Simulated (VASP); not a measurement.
Write the native input for VASP 6.6.1 that does the following.

```yaml
Task: single point
Functional: PBEsol
Potentials_or_basis: VASP PAW PBE potentials, release 64 (La, Na_pv)
Cutoff: 520 eV
k_mesh: 5 × 5 × 3
Occupations: fermi-dirac, width 0.05 eV
Spin: no spin polarisation
Dipole_correction: no
Further_INCAR_settings: ALGO = Normal; EDIFF = 1e-07; NBANDS = 16
```

The structure of NaLa lies in POSCAR:

```
NaLa
1.0
    3.6062507687      0.0000000000      0.0000000000
   -1.8031253843      3.1231047781      0.0000000000
    0.0000000000      0.0000000000      6.4837820000
La Na
1 1
Direct
    0.3333333333      0.6666666667      0.5000000000
    0.0000000000      0.0000000000      0.0000000000
```

These files were run (other wordings do the same):

INCAR

```
SYSTEM = NaLa
  PREC = Accurate
  ENCUT = 520
  EDIFF = 1E-7
  ISMEAR = -1
  SIGMA = 0.05
  LREAL = .FALSE.
  LASPH = .TRUE.
  NELM = 80
  ALGO = Normal
  ISIF = 2
  LWAVE = .FALSE.
  LCHARG = .FALSE.
  GGA = PS
  NBANDS = 16
```

KPOINTS

```
Automatic mesh
0
G
  5 5 3
  0 0 0
```

Potentials or basis: VASP PAW PBE potentials, release 64 (La, Na_pv).

Command:

```sh
$ cat potpaw_PBE.64/La/POTCAR potpaw_PBE.64/Na_pv/POTCAR > POTCAR
$ mpirun -np 1 vasp_std > vasp.out
```

It gave:

| Item | Value |
| --- | --- |
| Pressure | -0.8 GPa |
| Band gap on the k mesh | zero (band 9 reaches 3.98 eV, above the bottom of band 10 at 3.75 eV) |

Caveat: the k points lie up to 0.40 Å⁻¹ apart; the PAW data sets were made with another functional, which shifts forces and pressure a little; spin-orbit coupling is left out, which moves the levels of the heavy elements.

It took 38 s on 1 thread of AMD EPYC 7R13 (shared host), peak memory 0.16 GiB.
